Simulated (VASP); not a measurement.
Runs of VASP 6.6.1 on Sb. The structure is that of space group Pmmm (No. 47), or close to it. The cells are those of the table. 

| task | cell | k mesh | cutoff (eV) | gap on the mesh (eV) | pressure (GPa) | largest force (eV/Å) |
| --- | --- | --- | --- | --- | --- | --- |
| relaxation of cell and atoms | relaxed from a = 3.000, b = 5.818, c = 7.983 Å, 5 atoms | 6 × 4 × 2 | 600 | none | 0.0 | 0.02 |
| single point | a = 3.000, b = 5.818, c = 7.983 Å, 5 atoms | 6 × 4 × 2 | 520 | none | 12.7 | (a) |
| single point | a = 3.091, b = 6.393, c = 8.521 Å, 5 atoms | 6 × 4 × 2 | 520 | none | 0.0 | 0.01 |
| single point | a = 3.084, b = 6.261, c = 8.555 Å, 5 atoms | 12 × 6 × 6 | 520 | none | 0.0 | - |

Alike in all rows: level PBE; potentials or basis VASP PAW PBE potentials, release 64 (Sb); no spin polarisation; smearing gaussian 0.1 eV.

Task: Estimate the missing entries.

Result: (a) 0.09.

Caveats: some runs use coarse meshes; spin-orbit coupling is left out, which moves the levels of the heavy elements.

A k mesh can miss the band edges, and the runs leave out spin-orbit coupling on Sb.

A gap of «none» marks levels without a gap at the run's occupations.
